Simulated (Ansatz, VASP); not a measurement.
One calculation of Cd2HgS3, two programs

File INCAR:

```
ALGO = Normal ; EDIFF = 1E-6
EDIFFG = -0.025 ; ENCUT = 600
GGA = PE ; IBRION = 2
ISIF = 3 ; ISMEAR = 0
LASPH = True ; LCHARG = False
LREAL = False ; LWAVE = False
NELM = 100 ; NSW = 80
PREC = Accurate ; SIGMA = 0.1
```

Contents of KPOINTS:

```
k-points
0
Gamma
  4 2 2
```

POSCAR

```
Cd2HgS3
1.0
    4.1824042943     -0.0359834404     -0.0772130639
   -0.0623251470      7.1015448964     -0.0108918817
   -0.1887957445     -0.0153760118     10.1480005721
Cd Hg S
4 2 6
Direct
    0.4983754240      0.5012234978      0.0064196188
    0.0247825236     -0.0177071898     -0.0062620320
    0.4630289686      0.1508345123      0.3207355464
    1.0077863244      0.6791933700      0.3407753154
    0.9914370674      0.3349443610      0.6770623941
    0.4946622658      0.8352652483      0.6643741666
    1.0115438659      0.0058705369      0.7596158590
    0.4638681564      0.4965460760      0.7452530819
    0.9962781896      0.3320758026      0.4042805369
    0.5039495671      0.8594250562      0.3974809727
    0.5164777859      0.1695215348      0.0944529180
    1.0278098612      0.6528071938      0.0958116224
```

Input for Ansatz:

```yaml
crystal:
  lattice:
    - [4.1824042921, -0.0359834404, -0.0772130638]
    - [-0.062325147, 7.1015448926, -0.0108918817]
    - [-0.1887957447, -0.0153760118, 10.148000581]
  atoms:
    - { symbol: Cd, position: [0.498375424, 0.5012234978, 0.0064196176] }
    - { symbol: Cd, position: [1.0247825237, 0.9822928102, -0.0062620333] }
    - { symbol: Cd, position: [0.4630289686, 0.1508345123, 0.3207355471] }
    - { symbol: Cd, position: [1.0077863244, 0.67919337, 0.3407753161] }
    - { symbol: Hg, position: [-0.0085629326, 0.334944361, 0.677062394] }
    - { symbol: Hg, position: [0.4946622658, 0.8352652483, 0.6643741666] }
    - { symbol: S, position: [1.0115438659, 0.0058705369, 0.7596158587] }
    - { symbol: S, position: [0.4638681564, 0.496546076, 0.7452530816] }
    - { symbol: S, position: [-0.0037218104, 0.3320758026, 0.4042805378] }
    - { symbol: S, position: [0.5039495671, 0.8594250562, 0.3974809735] }
    - { symbol: S, position: [0.5164777859, 0.1695215348, 0.0944529181] }
    - { symbol: S, position: [1.0278098612, 0.6528071938, 0.0958116224] }
basis:
  ecutwfc: 420
kpoints:
  mp_grid: { grid: [4, 2, 2] }
hamiltonian:
  xc: pbe
scf:
  occupations: { method: gaussian, width: 0.1 }
  lower_state_search: "off"
output:
  forces: true
  stress: true
  eigenvalues: true
relax:
  adjacent_minimum: "off"
  f_tol: 0.025
  max_steps: 60
  cell: { stress_tol: 0.25 }
```

Change from the starting cell: cell x2, atoms moved at random (sigma 0.1 Å) and cell strained at random (1.5 %), then relaxed without symmetry.

Alike in both runs: task relaxation of cell and atoms; functional PBE; k mesh 4 × 2 × 2; occupations gaussian, width 0.1 eV; no spin polarisation.

```csv
,VASP,Ansatz
version,VASP 6.6.1,Ansatz 0.2.0
potentials or method,"VASP PAW PBE potentials, release 64 (Cd, Hg, S), cutoff 600 eV","scalar-relativistic, plane waves, PAW"
valence electrons in the cell,108,156
```

Ansatz gave:

```
gap on the k mesh at the Fermi level, each at its own relaxed structure (eV) : 0.35
relaxed volume (Å³/atom)                                                     : 26.28
relaxed length of the cell vector where the two differ most in proportion (Å)              : 4.212
```

Question: Estimate VASP's values.

Answer: gap on the k mesh at the Fermi level, each at its own relaxed structure (eV): 0.34; relaxed volume (Å³/atom): 26.44; relaxed length of the cell vector where the two differ most in proportion (Å): 4.223.

VASP's potentials hold 108 valence electrons a cell and Ansatz's 156, so a difference there can come from the potentials and not from the codes.

The k mesh is coarse, so the values compare programs but aren't converged. Spin-orbit coupling is off throughout.
